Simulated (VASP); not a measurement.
# GaN (F-43m) in VASP: vibrations by perturbation theory with PBE

Aim: the vibrations by perturbation theory of GaN with PBE.

All numbers are computed with VASP 6.6.1; they aren't measurements. Logs are shortened: lines on timing, memory, paths and dates and some standing lists are left out, and cuts for length are marked.

**1. The cell of the first run**

Symmetry: F-43m, No. 216, cubic system. The conventional cell has a = 4.507 Å, b = 4.507 Å, c = 4.507 Å, α = 90.00°, β = 90.00°, γ = 90.00°. Within 2.6 Å of Ga (site symmetry -43m) lie 4 N at 1.95 Å. Within 2.6 Å of N (site symmetry -43m) lie 4 Ga at 1.95 Å.

**2. Vibrations by perturbation theory, PBE**

File INCAR:

```
PREC = Accurate
ENCUT = 600
EDIFF = 1E-8
ISMEAR = 0
SIGMA = 0.01
LREAL = False
LASPH = True
NELM = 120
ALGO = Normal
ISIF = 2
LWAVE = False
LCHARG = True
GGA = PE
NBANDS = 16
IBRION = 8
NSW = 1
GGA_COMPAT = False
```

File KPOINTS:

```
regular mesh
0
Gamma
  8 8 8
```

File POSCAR:

```
GaN
1.0
    0.0000000000      2.2535010000      2.2535010000
    2.2535010000      0.0000000000      2.2535010000
    2.2535010000      2.2535010000      0.0000000000
Ga N
1 1
Direct
    0.0000000000      0.0000000000      0.0000000000
    0.7500000000      0.7500000000      0.7500000000
```

Potentials or basis: VASP PAW PBE potentials, release 64 (Ga_d, N).

On the command line:

```sh
$ cat potpaw_PBE.64/Ga_d/POTCAR potpaw_PBE.64/N/POTCAR > POTCAR
$ mpirun -np 1 vasp_std > vasp.out
```

OUTCAR:

```text
PREC = Accurate
   ENCUT = 600
   EDIFF = 1E-8
   ISMEAR = 0
   LREAL = False
   LASPH = True
   NELM = 120
   ISIF = 2
   GGA = PE
   IBRION = 8
   NSW = 1

 ion  position               nearest neighbor table
   1  0.000  0.000  0.000-   2 1.95   2 1.95   2 1.95   2 1.95
   2  0.750  0.750  0.750-   1 1.95   1 1.95   1 1.95   1 1.95

  LATTYP: Found a face centered cubic cell.
 ALAT       =     4.5070020000

  Lattice vectors:

 A1 = (   0.0000000000,   2.2535010000,   2.2535010000)
 A2 = (   2.2535010000,   0.0000000000,   2.2535010000)
 A3 = (   2.2535010000,   2.2535010000,   0.0000000000)

Analysis of symmetry for initial positions (statically):
=====================================================================
 Subroutine PRICEL returns:
 Original cell was already a primitive cell.

 Routine SETGRP: Setting up the symmetry group for a
 face centered cubic supercell.

 Subroutine GETGRP returns: Found 24 space group operations
 (whereof 24 operations were pure point group operations)
 out of a pool of 48 trial point group operations.

The static configuration has the point symmetry T_d .

Analysis of symmetry for dynamics (positions and initial velocities):
=====================================================================
 Subroutine PRICEL returns:
 Original cell was already a primitive cell.

 Routine SETGRP: Setting up the symmetry group for a
 face centered cubic supercell.

 Subroutine GETGRP returns: Found 24 space group operations
 (whereof 24 operations were pure point group operations)
 out of a pool of 48 trial point group operations.

The dynamic configuration has the point symmetry T_d .

 Subroutine INISYM returns: Found 24 space group operations
 (whereof 24 operations are pure point group operations),
 and found     1 'primitive' translations

----------------------------------------------------------------------------------------

[... 616 lines left out ...]
  external PRESSURE =      49.1420012 kB  Pullay stress =       0.0000000 kB

 VOLUME and BASIS-vectors are now :
 -----------------------------------------------------------------------------
  energy-cutoff  :      600.00
  volume of cell :       22.89
      direct lattice vectors                 reciprocal lattice vectors
     0.000000000  2.253501000  2.253501000    -0.221876982  0.221876982  0.221876982
     2.253501000  0.000000000  2.253501000     0.221876982 -0.221876982  0.221876982
     2.253501000  2.253501000  0.000000000     0.221876982  0.221876982 -0.221876982

 POSITION                                       TOTAL-FORCE (eV/Angst)
 -----------------------------------------------------------------------------------
      0.00000      0.00000      0.00000        -0.000000     -0.000000     -0.000000
      3.38025      3.38025      3.38025         0.000000      0.000000      0.000000
 -----------------------------------------------------------------------------------
    total drift:                               -0.000000     -0.000000     -0.000000

  FREE ENERGIE OF THE ION-ELECTRON SYSTEM (eV)
  ---------------------------------------------------
  free  energy   TOTEN  =       -12.1441919059 eV

  energy  without entropy=      -12.1441919059  energy(sigma->0) =      -12.14419191

[... ionic steps 2 to 3 ...]

--------------------------------------- Ionic step        4  -------------------------------------------

------------------------ aborting loop because EDIFF is reached ----------------------------------------

[... ionic steps 5 to 6 ...]

--------------------------------------- Ionic step        7  -------------------------------------------

 Free energy of the ion-electron system (eV)
  ---------------------------------------------------
  ---------------------------------------------------
  free energy    TOTEN  =        -0.23337773 eV

  energy without entropy =       -0.23337773

------------------------ aborting loop because EDIFF is reached ----------------------------------------

 INTERNAL STRAIN TENSOR  FOR ION    2  DIRECTION 1   (eV/Angst):
 -----------------------------------------------------------------------------
     0.00753  0.00000  0.00000
     0.00000 -0.00836  8.42940
     0.00000  8.42940 -0.00836

 INTERNAL STRAIN TENSOR FOR ION    2 for displacements in x,y,z  (eV/Angst):
          X           Y           Z          XY          YZ          ZX
  --------------------------------------------------------------------------------
  x     0.00000     0.00000     0.00000     0.00000     8.42940     0.00000
  y     0.00000     0.00000     0.00000     0.00000     0.00000     8.42940
  z     0.00000     0.00000     0.00000     8.42940     0.00000     0.00000

 SECOND DERIVATIVES (NOT SYMMETRIZED)
 ------------------------------------
               1X          1Y          1Z          2X          2Y          2Z
  1X   -12.259591    0.000000    0.000000   12.259591    0.000000    0.000000
  1Y     0.000000  -12.259591    0.000000    0.000000   12.259591    0.000000
  1Z     0.000000    0.000000  -12.259591    0.000000    0.000000   12.259591
  2X    12.242913    0.000000    0.000000  -12.242913    0.000000    0.000000
  2Y     0.000000   12.242913    0.000000    0.000000  -12.242913    0.000000
  2Z     0.000000    0.000000   12.242913    0.000000    0.000000  -12.242913

 Eigenvectors and eigenvalues of the dynamical matrix
 ----------------------------------------------------

   1 f  =   16.021383 THz   100.665319 2PiTHz  534.415817 cm-1    66.259087 meV
             X         Y         Z           dx          dy          dz
      0.000000  0.000000  0.000000    -0.402444    0.073584    0.006464
      3.380251  3.380251  3.380251     0.897467   -0.164096   -0.014415
[... 21 lines left out ...]
   6 f/i=    0.004071 THz     0.025581 2PiTHz    0.135807 cm-1     0.016838 meV
             X         Y         Z           dx          dy          dz
      0.000000  0.000000  0.000000     0.000769    0.141923   -0.901354
      3.380251  3.380251  3.380251     0.000345    0.063641   -0.404187

--------------------------------------------------------------------------------------------------------

 ELASTIC MODULI CONTR FROM IONIC RELAXATION (kBar)
 Direction    XX          YY          ZZ          XY          YZ          ZX
 --------------------------------------------------------------------------------
 XX          -0.0000     -0.0000     -0.0000      0.0000      0.0000     -0.0000
 YY          -0.0000     -0.0000     -0.0000      0.0000      0.0000      0.0000
 ZZ          -0.0000     -0.0000     -0.0000      0.0000      0.0000     -0.0000
 XY           0.0000      0.0000      0.0000   -376.6307      0.0000      0.0000
 YZ           0.0000      0.0000      0.0000      0.0000   -376.6307      0.0000
 ZX          -0.0000      0.0000     -0.0000      0.0000      0.0000   -376.6307
 --------------------------------------------------------------------------------
```

Run time: 2.6 min. Hardware: 1 thread of Intel Xeon 6975P-C, shared host; peak memory 0.25 GiB.

What came out:

```
Highest phonon frequency at Γ, LO-TO splitting left out : 534 cm⁻¹
```

Phonon frequencies in cm⁻¹ (negative: imaginary):
```csv
q point,frequencies
"(0.000, 0.000, 0.000)",0 0 0 534 534 534
```

Caveat: the cell wasn't relaxed at this level first, which shifts response properties.
